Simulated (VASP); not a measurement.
# Na4Li7S2Cl7 in VASP: a series of runs

Na4Li7S2Cl7 is run at these levels: PBE+D3(BJ); tasks: single point.

Program: VASP 6.6.1. These are calculated values, not measurements. Logs are shortened: lines on timing, memory, paths and dates and some standing lists are left out, and cuts for length are marked.

## 1. The cell of the first run

The cell holds an amorphous packing of atoms, 20 atoms: a = 7.474 Å, b = 7.370 Å, c = 7.557 Å, α = 90.99°, β = 91.66°, γ = 89.35°.

## 2. Single point, PBE+D3(BJ)

The input, INCAR:

```
PREC     = Accurate       # precision mode
ENCUT    = 520            # plane-wave cutoff, eV
EDIFF    = 1E-6           # SCF threshold, eV
ISMEAR   = -1             # smearing method
SIGMA    = 0.112          # smearing width, eV
LREAL    = Auto         
LASPH    = T              # aspherical terms in the spheres
NELM     = 60             # most SCF steps
ALGO     = Normal         # electronic algorithm
ISIF     = 2              # what is computed and relaxed
LWAVE    = F              # write WAVECAR
LCHARG   = F              # write CHGCAR
GGA      = PE             # functional
IVDW     = 12             # dispersion correction
ISYM     = 0            
NBANDS   = 71             # bands
```

The input, KPOINTS:

```
Automatic mesh
0
Gamma
  1 1 1
  0.25 0.25 0.25
```

The input, POSCAR:

```
Na4Li7S2Cl7
1.0
    7.4728680000      0.0415700000     -0.1084870000
    0.0415700000      7.3694800000     -0.0643420000
   -0.1084870000     -0.0643420000      7.5562280000
Na S Li Cl
4 2 7 7
Direct
    0.6577987444      0.5509229080      0.5065127858
   -0.0557824555      0.9305074305      0.6840014671
    0.6295997672      0.8504332990      0.9237923961
    0.9022456204      0.0539321627      0.1096848883
    0.5447936969      0.5929667800      0.1699651866
    0.1163223385      0.3392213136      0.1934693658
    0.8796242504      0.2538631057      0.4296736223
    0.3836603715      0.7234117280      0.3800320636
    0.1920616657      0.4571759458      0.4489135067
    0.8067262636      0.4512207337      0.0694380525
    0.3827013048      0.1605308508      0.2313696718
    0.2357912712      0.5267535017      0.0051636427
    0.3096483596      0.1218976989      0.7643644373
    0.8992306773      0.6716020386      0.9018651974
    0.6130640256      0.1642219426      0.8597089507
   -0.0581067785      0.2869482286      0.7152207415
    0.6284742832      0.0809104052      0.4500060383
    0.2840654281      0.9219043078     -0.0036685535
    0.3589576400      0.5261663749      0.7054559278
    0.2231111986      0.9469677991      0.4985388830
```

Potentials or basis: VASP PAW PBE potentials, release 64 (Na_pv, S, Li_sv, Cl).

On the command line:

```sh
$ cat potpaw_PBE.64/Na_pv/POTCAR potpaw_PBE.64/S/POTCAR potpaw_PBE.64/Li_sv/POTCAR potpaw_PBE.64/Cl/POTCAR > POTCAR
$ mpirun -np 1 vasp_std > vasp.out
```

OUTCAR:

```text
PREC = Accurate
   ENCUT = 520
   EDIFF = 1E-6
   ISMEAR = -1
   LREAL = Auto
   LASPH = T
   NELM = 60
   ISIF = 2
   GGA = PE
   IVDW = 12
   ISYM = 0
 IVDW          = 12

 ion  position               nearest neighbor table
   1  0.658  0.551  0.507-   8 2.57   5 2.68
   2  0.944  0.931  0.684-  20 2.55  14 2.57  16 2.63
   3  0.630  0.850  0.924-  15 2.37  14 2.40  18 2.70   5 2.77
   4  0.902  0.054  0.110-   6 2.71
   5  0.545  0.593  0.170-   8 2.22  10 2.35  12 2.64   1 2.68   3 2.77
   6  0.116  0.339  0.193-   9 2.17  12 2.21  11 2.39  10 2.60   7 2.64   4 2.71
   7  0.880  0.254  0.430-  16 2.20  17 2.29   6 2.64
   8  0.384  0.723  0.380-  20 2.22   5 2.22   9 2.51   1 2.57
   9  0.192  0.457  0.449-   6 2.17  19 2.33   8 2.51
  10  0.807  0.451  0.069-  14 2.21   5 2.35   6 2.60
  11  0.383  0.161  0.231-   6 2.39  17 2.51  18 2.58
  12  0.236  0.527  0.005-   6 2.21  19 2.47   5 2.64
  13  0.310  0.122  0.764-  18 2.32  15 2.38  20 2.44
  14  0.899  0.672  0.902-  10 2.21   3 2.40   2 2.57
  15  0.613  0.164  0.860-   3 2.37  13 2.38
  16  0.942  0.287  0.715-   7 2.20   2 2.63
  17  0.628  0.081  0.450-   7 2.29  11 2.51
  18  0.284  0.922  0.996-  13 2.32  11 2.58   3 2.70
  19  0.359  0.526  0.705-   9 2.33  12 2.47
  20  0.223  0.947  0.499-   8 2.22  13 2.44   2 2.55

IMPORTANT INFORMATION: All symmetrisations will be switched off!
NOSYMM: (Re-)initialisation of all symmetry stuff for point group C_1.

----------------------------------------------------------------------------------------

                                     Primitive cell

  volume of cell :     416.0000

  direct lattice vectors                    reciprocal lattice vectors
     7.472868000  0.041570000 -0.108487000     0.133849345 -0.000738298  0.001915428
     0.041570000  7.369480000 -0.064342000    -0.000738298  0.135708946  0.001144975
    -0.108487000 -0.064342000  7.556228000     0.001915428  0.001144975  0.132378413

  length of vectors
     7.473771045  7.369878115  7.557280656     0.133865086  0.135715784  0.132397220

  position of ions in fractional coordinates (direct lattice)
     0.657798744  0.550922908  0.506512786
     0.944217544  0.930507431  0.684001467
     0.629599767  0.850433299  0.923792396
     0.902245620  0.053932163  0.109684888
     0.544793697  0.592966780  0.169965187
     0.116322338  0.339221314  0.193469366
[... 12 lines left out ...]
     0.358957640  0.526166375  0.705455928
     0.223111199  0.946967799  0.498538883

  ion indices of the primitive-cell ions
   primitive index   ion index
                 1           1
                 2           2
                 3           3
                 4           4
                 5           5
                 6           6
[... 12 lines left out ...]
                19          19
                20          20

----------------------------------------------------------------------------------------

 KPOINTS: Automatic mesh

Automatic generation of k-mesh.
 Grid dimensions read from file:
 generate k-points for:    1    1    1

 Generating k-lattice:

  Cartesian coordinates                     Fractional coordinates (reciprocal lattice)
     0.133849345 -0.000738298  0.001915428     1.000000000  0.000000000  0.000000000
    -0.000738298  0.135708946  0.001144975     0.000000000  1.000000000  0.000000000
     0.001915428  0.001144975  0.132378413     0.000000000 -0.000000000  1.000000000

  Length of vectors
     0.133865086  0.135715784  0.132397220

  Shift w.r.t. Gamma in fractional coordinates (k-lattice)
     0.250000000  0.250000000  0.250000000

 Subroutine IBZKPT returns following result:
 ===========================================

 Found      1 irreducible k-points:

 Following reciprocal coordinates:
            Coordinates               Weight
  0.250000  0.250000  0.250000      2.000000
   k-points           NKPTS =      1   k-points in BZ     NKDIM =      1   number of bands    NBANDS=     71
   number of dos      NEDOS =    301   number of ions     NIONS =     20
   total plane-waves  NPLWV = 175616
   dimension x,y,z NGX =    56 NGY =   56 NGZ =   56
   dimension x,y,z NGXF=   112 NGYF=  112 NGZF=  112
   ions per type =               4   2   7   7
   NGX,Y,Z   is equivalent  to a cutoff of  12.46, 12.63, 12.32 a.u.
   NGXF,Y,Z  is equivalent  to a cutoff of  24.91, 25.26, 24.64 a.u.
 SYSTEM =  unknown system
   PREC   = accura    normal or accurate (medium, high low for compatibility)
   ISTART =      0    job   : 0-new  1-cont  2-samecut
   ICHARG =      2    charge: 1-file 2-atom 10-const
   ISPIN  =      1    spin polarized calculation?
   LNONCOLLINEAR =      F non collinear calculations
   LSORBIT =      F    spin-orbit coupling
   LASPH  =      T    aspherical Exc in radial PAW
   ENCUT  =  520.0 eV  38.22 Ry    6.18 a.u.  13.90 13.70 14.05*2*pi/ulx,y,z
   NELM   =     60;   NELMIN=  2; NELMDL= -5     # of ELM steps
   EDIFF  = 0.1E-05   stopping-criterion for ELM
   LREAL  =      T    real-space projection
   EDIFFG = 0.1E-04   stopping-criterion for IOM
   NSW    =      0    number of steps for IOM
   IBRION =     -1    ionic relax: 0-MD 1-quasi-New 2-CG
   NFREE  =      0    steps in history (QN), initial steepest desc. (CG)
   ISIF   =      2    stress and relaxation
   ISYM   =      0    0-nonsym 1-usesym 2-fastsym
   POTIM  = 0.5000    time-step for ionic-motion
   TEBEG  =    0.0;   TEEND  =   0.0 temperature during run
   PSTRESS=    0.0 pullay stress
   NELECT =     110.0000    total number of electrons
   NUPDOWN=      -1.0000    fix difference up-down
   EMIN   =  10.00;   EMAX   =-10.00  energy-range for DOS
   EFERMI =   0.00;   METHOD = LEGACY
   ISMEAR =    -1;   SIGMA  =   0.11  broadening in eV -4-tet -1-fermi 0-gaus
   EFERMI_NEDOS =   21; number of points for ismear=-14 and -15
   IALGO  =     38    algorithm
   IMIX   =      4    mixing-type and parameters
     AMIX     =   0.40;   BMIX     =  1.00
     AMIX_MAG =   1.60;   BMIX_MAG =  1.00
  volume/ion in A,a.u.               =      20.80       140.37
  Fermi-wavevector in a.u.,A,eV,Ry     =   1.050771  1.985669 15.022451  1.104119
  Thomas-Fermi vector in A             =   2.185787
   LORBIT       =      0    0 simple, 1 ext, 2 COOP (PROOUT), +10 PAW based schemes
   GGA     = PE    functional components
   LHFCALC =     F    Hartree Fock is set to
   AEXX    =    0.0000 exact exchange contribution
   IVDW    =    12    specifies the selected vdW correction
   LEPSILON=     F    determine dielectric tensor
   LRPA    =     F    only Hartree local field effects (RPA)
 non-spin polarized calculation
  energy-cutoff  :      520.00
  volume of cell :      416.00
 maximum number of plane-waves:     11189
 NGX is ok and might be reduce to    56
   NGX = 27   NGY = 27   NGZ = 29

 number of electron     110.0000029 magnetization

 Free energy of the ion-electron system (eV)
  ---------------------------------------------------
  ext. energy  EPLUGINS =         0.00000000
  ---------------------------------------------------
  free energy    TOTEN  =       -65.86528021 eV

  energy without entropy =      -65.86526338  energy(sigma->0) =      -65.86527179

 E-fermi :   2.6057     XC(G=0):  -7.8670

 val. band max:        1.1618247332   @ k =   0.2500   0.2500   0.2500
 cond. band min:       4.0421741434   @ k =   0.2500   0.2500   0.2500
 fundamental gap:      2.8803494102
 Fermi energy:         2.6057100731

 k-point     1 :       0.2500    0.2500    0.2500
  band No.  band energies     occupation
      1     -44.4541      2.00000
      2     -44.3396      2.00000
      3     -44.1589      2.00000
      4     -44.1259      2.00000
      5     -44.0797      2.00000
      6     -43.5509      2.00000
[... 59 lines left out ...]
     66       7.1992      0.00000
     67       7.3722      0.00000
 [bands above 67 left out]

------------------------ aborting loop because EDIFF is reached ----------------------------------------

 Edisp (eV)   -4.07055

 E8    (eV) :    -1.6239

  FORCE on cell =-STRESS in cart. coord.  units (eV):
  Direction    XX          YY          ZZ          XY          YZ          ZX
  --------------------------------------------------------------------------------------
  -------------------------------------------------------------------------------------
  Total       2.88826     5.91777    -0.98819     1.33302     1.31847    -3.26398
  in kB      11.12381    22.79161    -3.80589     5.13396     5.07793   -12.57085
  external pressure =       10.04 kB  Pullay stress =        0.00 kB

 VOLUME and BASIS-vectors are now :
 -----------------------------------------------------------------------------
  energy-cutoff  :      520.00
  volume of cell :      416.00
      direct lattice vectors                 reciprocal lattice vectors
     7.472868000  0.041570000 -0.108487000     0.133849345 -0.000738298  0.001915428
     0.041570000  7.369480000 -0.064342000    -0.000738298  0.135708946  0.001144975
    -0.108487000 -0.064342000  7.556228000     0.001915428  0.001144975  0.132378413

 POSITION                                       TOTAL-FORCE (eV/Angst)
 -----------------------------------------------------------------------------------
      4.88360      4.05477      3.72052         0.213802     -0.411618      0.458330
      7.02049      6.85260      5.00616        -0.022791      0.130774     -0.084852
      4.64005      6.23399      6.85736        -1.558522     -1.041162      0.454465
      6.73271      0.42790      0.72745         0.403279     -0.287205     -0.123231
      4.07738      4.38157      1.18704         0.228774     -0.689338      0.908600
      0.86237      2.49227      1.42745        -1.497523     -0.364459      0.611265
[... 12 lines left out ...]
      2.62778      3.84710      5.25779         0.109231      0.050235     -0.714500
      1.65256      6.95586      3.68194        -0.318157      0.066210     -0.172297
 -----------------------------------------------------------------------------------
    total drift:                               -0.002694     -0.007073     -0.006417

  FREE ENERGIE OF THE ION-ELECTRON SYSTEM (eV)
  ---------------------------------------------------
  free  energy   TOTEN  =       -69.9358301718 eV

  energy  without entropy=      -69.9358133396  energy(sigma->0) =      -69.93582176
```

Wall time 52 s (1 thread of Intel Xeon Platinum 8488C (Sapphire Rapids), shared host); peak memory 0.46 GiB.

Results:

```yaml
Free_energy: -69.9358 eV
Largest_force: 1.929 eV/Å
Band_gap_on_the_k_mesh: 2.88 eV
Dispersion_energy_per_atom: -0.204 eV
```

Forces on the atoms (eV/Å):
```
Na   0.214 -0.412  0.458
Na  -0.023  0.131 -0.085
Na  -1.559 -1.041  0.454
Na   0.403 -0.287 -0.123
S    0.229 -0.689  0.909
S   -1.498 -0.364  0.611
Li   0.337 -0.232 -0.151
Li  -0.141  0.744 -0.303
Li   0.057 -0.190  0.912
Li  -0.159 -0.110 -0.062
Li   0.026 -0.210 -0.202
Li   0.495  0.682 -0.346
Li   0.173  0.147  0.033
Cl   0.782  0.506 -0.531
Cl  -0.238  0.637  0.954
Cl   1.403  0.421 -0.733
Cl   0.514 -0.079 -1.038
Cl  -0.807  0.230  0.131
Cl   0.109  0.050 -0.715
Cl  -0.318  0.066 -0.172
```

Caveat: the k points lie up to 0.85 Å⁻¹ apart; the cutoff is under 1.25 times the usual one of these potentials, so pressure, stress and relaxed cells hold a basis-set (Pulay) error.

## 3. Single point, PBE+D3(BJ)

The input, INCAR:

```
SYSTEM = Na4Li7S2Cl7
  PREC = Accurate
  ENCUT = 520
  EDIFF = 1E-6
  ISMEAR = -1
  SIGMA = 0.112
  LREAL = Auto
  LASPH = .TRUE.
  NELM = 60
  ALGO = Normal
  ISIF = 2
  LWAVE = .FALSE.
  LCHARG = .FALSE.
  GGA = PE
  IVDW = 12
  ISYM = 0
  NBANDS = 71
```

KPOINTS is that of step 2.

The input, POSCAR:

```
Na4Li7S2Cl7
1.0
    7.4728680000      0.0415700000     -0.1084870000
    0.0415700000      7.3694800000     -0.0643420000
   -0.1084870000     -0.0643420000      7.5562280000
Na S Li Cl
4 2 7 7
Direct
    0.6800046642      0.4850888632      0.5220924056
   -0.0671204527      0.9838463822      0.7001964403
    0.5508383391      0.7563221051      0.8836681577
    0.9061158659      0.0345080044      0.0607423580
    0.5454515452      0.5318416609      0.1598629843
    0.0945731279      0.3408440000      0.1767344156
    0.9498414787      0.2129458992      0.4007406629
    0.3968421240      0.7995645714      0.2721681764
    0.2806891881      0.4778916196      0.3912838033
    0.8344212466      0.5371678500      0.1153308650
    0.3494275522      0.1909907455      0.1744767460
    0.1734940657      0.5492589310     -0.0672988866
    0.3168886743      0.0968074718      0.7988839257
    0.8656435689      0.7010694830      0.8264638503
    0.6103949736      0.1607288293      0.8823321019
   -0.0136156038      0.3161288504      0.6772596389
    0.6675366500      0.0748515186      0.3839524357
    0.2291545992      0.9239789713      0.0240201791
    0.3728795554      0.5362202822      0.6856524273
    0.2324659750      0.9288992524      0.4783512054
```

Potentials or basis: VASP PAW PBE potentials, release 64 (Na_pv, S, Li_sv, Cl).

On the command line:

```sh
$ cat potpaw_PBE.64/Na_pv/POTCAR potpaw_PBE.64/S/POTCAR potpaw_PBE.64/Li_sv/POTCAR potpaw_PBE.64/Cl/POTCAR > POTCAR
$ mpirun -np 1 vasp_std > vasp.out
```

It took 52 s on 1 thread of Intel Xeon Platinum 8488C (Sapphire Rapids), shared host; peak memory 0.46 GiB.

Results (log left out):

```
Free energy                : -71.9562 eV
Largest force              : 1.682 eV/Å
Band gap on the k mesh     : 3.76 eV
Dispersion energy per atom : -0.203 eV
```

Forces on the atoms (eV/Å):
```
Na   0.044 -0.205 -0.018
Na  -0.165  0.340 -1.017
Na  -0.590  0.385  0.274
Na  -0.676  0.340  0.541
S   -0.941  0.404  1.334
S   -0.842  1.010 -0.241
Li   0.085 -0.152 -0.038
Li   0.606 -0.035 -0.136
Li   0.045  0.105 -0.005
Li   0.353 -0.415 -0.248
Li   1.031  0.008 -0.033
Li   0.099 -0.288 -0.046
Li   0.295  0.464 -0.682
Cl   0.550 -0.671  0.595
Cl  -0.241 -0.751 -0.050
Cl   0.391  0.007  0.046
Cl   0.305 -0.177 -0.206
Cl   0.279 -0.532 -0.333
Cl  -0.122 -0.219 -0.248
Cl  -0.506  0.383  0.512
```

Levels at points of the mesh, in eV from the valence-band top:
```tsv
k point	band 53	band 54	band 55	band 56	band 57	band 58
(0.25, 0.25, 0.25)	-0.36	-0.25	0.00	3.76	4.39	4.56
```

Caveat: the k points lie up to 0.85 Å⁻¹ apart; the cutoff is under 1.25 times the usual one of these potentials, so pressure, stress and relaxed cells hold a basis-set (Pulay) error.

## 4. Single point, PBE+D3(BJ)

The input, INCAR:

```
SYSTEM = Na4Li7S2Cl7
PREC     = Accurate       ! precision mode
ENCUT    = 520            ! plane-wave cutoff, eV
EDIFF    = 1E-6           ! SCF threshold, eV
ISMEAR   = -1             ! smearing method
SIGMA    = 0.112          ! smearing width, eV
LREAL    = Auto         
LASPH    = .TRUE.         ! aspherical terms in the spheres
NELM     = 100            ! most SCF steps
ALGO     = Normal         ! electronic algorithm
ISIF     = 2              ! what is computed and relaxed
LWAVE    = .FALSE.        ! write WAVECAR
LCHARG   = .FALSE.        ! write CHGCAR
GGA      = PE             ! functional
IVDW     = 12             ! dispersion correction
NBANDS   = 71             ! bands
ISYM     = 0
```

KPOINTS is that of step 3.

The input, POSCAR:

```
Na4Li7S2Cl7
1.0
    7.4728680000      0.0415700000     -0.1084870000
    0.0415700000      7.3694800000     -0.0643420000
   -0.1084870000     -0.0643420000      7.5562280000
Na S Li Cl
4 2 7 7
Direct
    0.7034100878      0.4770856353      0.5317336235
   -0.0928995686      0.9528494421      0.6200626613
    0.4655188824      0.7710065366      0.9425083321
    0.8552066505      0.1044192013      0.0771992778
    0.5485224187      0.5560699154      0.1872524495
    0.0777647827      0.3589280072      0.1385013282
    0.9725859545      0.2259193311      0.3590561367
    0.3816518287      0.8790942716      0.2627198313
    0.2790562091      0.4384538746      0.3665945456
    0.8198504437      0.5134759852      0.1245249861
    0.4273489044      0.2969783365      0.0709148772
    0.1649191268      0.4868672346     -0.1941805365
    0.2985055616      0.1545536805      0.6125568559
    0.7846973059      0.6605927146      0.8012132923
    0.5703847425      0.1424140052      0.8293347595
    0.0030646467      0.2706379177      0.6472307161
    0.6887174766      0.0974670478      0.3807690977
    0.1682854643      0.9187638948      0.0934035992
    0.4114090419      0.5074365554      0.6536138157
    0.2588853607      0.8963579005      0.5003339174
```

On the command line:

```sh
$ cat potpaw_PBE.64/Na_pv/POTCAR potpaw_PBE.64/S/POTCAR potpaw_PBE.64/Li_sv/POTCAR potpaw_PBE.64/Cl/POTCAR > POTCAR
$ mpirun -np 1 vasp_std > vasp.out
```

Run time: 51 s. Hardware: 1 thread of Intel Xeon Platinum 8488C (Sapphire Rapids), shared host; peak memory 0.46 GiB.

Results (log left out):

- Free energy: -71.0198 eV
- Largest force: 1.694 eV/Å
- Band gap on the k mesh: 3.83 eV
- Dispersion energy per atom: -0.203 eV

Forces on the atoms (eV/Å):
```
Na   0.358 -0.301 -0.703
Na  -0.335 -1.052  0.328
Na   0.090  0.330 -1.049
Na  -0.443 -0.729 -0.994
S   -0.957  0.022  1.398
S    1.104  0.920 -0.376
Li  -0.118 -0.356  0.518
Li   1.382 -0.638  0.206
Li   0.413  0.967 -0.330
Li   0.594  0.499 -0.770
Li  -0.181 -0.104 -0.314
Li  -0.698  0.079  0.664
Li   0.681  0.539  0.816
Cl   1.033  0.680  0.346
Cl  -0.126 -0.478  0.594
Cl   0.606  0.640  0.317
Cl  -0.270 -0.131 -0.499
Cl  -0.657 -0.222 -1.464
Cl  -1.581 -0.353  0.062
Cl  -0.894 -0.313  1.250
```

Levels at points of the mesh, in eV from the valence-band top:
| k point | band 51 | band 52 | band 53 | band 54 | band 55 | band 56 | band 57 | band 58 | band 59 | band 60 |
| --- | --- | --- | --- | --- | --- | --- | --- | --- | --- | --- |
| (0.25, 0.25, 0.25) | -0.95 | -0.51 | -0.29 | -0.11 | 0.00 | 3.83 | 4.26 | 4.77 | 4.97 | 5.29 |

Caveat: the k points lie up to 0.85 Å⁻¹ apart; the cutoff is under 1.25 times the usual one of these potentials, so pressure, stress and relaxed cells hold a basis-set (Pulay) error.

(Continued in part 2 of 2.)
